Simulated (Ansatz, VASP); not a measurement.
# BaHg in VASP and in Ansatz

File INCAR:

```
PREC = Accurate ; ENCUT = 500
EDIFF = 1E-7 ; ISMEAR = -1
SIGMA = 0.1 ; LREAL = False
LASPH = True ; NELM = 120
ALGO = Normal ; ISIF = 3
LWAVE = False ; LCHARG = False
IBRION = 2 ; NSW = 100
EDIFFG = -0.002 ; GGA_COMPAT = False
NELMIN = 4
```

Contents of KPOINTS:

```
regular mesh
0
Gamma
  8 8 8
```

Contents of POSCAR:

```
BaHg
1.0
    4.1787600400      0.0000000000      0.0000000000
    0.0000000000      4.1787600400      0.0000000000
    0.0000000000      0.0000000000      4.1787600400
Ba Hg
1 1
Direct
    0.0000000000      0.0000000000      0.0000000000
    0.5000000000      0.5000000000      0.5000000000
```

Input for Ansatz:

```yaml
crystal:
  lattice:
    - [4.17876004, 0.0, 0.0]
    - [0.0, 4.17876004, 0.0]
    - [0.0, 0.0, 4.17876004]
  atoms:
    - { symbol: Ba, position: [0.0, 0.0, 0.0] }
    - { symbol: Hg, position: [0.5, 0.5, 0.5] }
kpoints:
  mp_grid: { grid: [8, 8, 8] }
scf:
  occupations: { method: fermi_dirac, width: 0.1 }
hamiltonian:
  xc: lda
  pseudopotentials: { kind: paw }
relax:
  f_tol: 0.002
  max_steps: 80
  cell: {}
output:
  forces: true
  stress: true
```

Alike in both runs: task relaxation of cell and atoms; functional LDA; k mesh 8 × 8 × 8; occupations fermi-dirac, width 0.1 eV; no spin polarisation.

```csv
,VASP,Ansatz
version,VASP 6.6.1,Ansatz 0.2.0
potentials or method,"VASP PAW LDA potentials, release 64 (Ba_sv, Hg_sv_GW)","PAW with Ansatz's default frozen-core files, scalar-relativistic"
plane-wave cutoff (eV),500,420
valence electrons in the cell,30,30
```

```tsv
	VASP	Ansatz	Ansatz less VASP
relaxed volume (Å³/atom)	32.90	32.56	-0.338
relaxed cell length with the largest relative difference (Å)	4.037	4.023	-0.0139
```

LDA's correlation is that of Perdew and Zunger in VASP and of Perdew and Wang (1992) in Ansatz.

Neither program's run includes spin-orbit coupling.
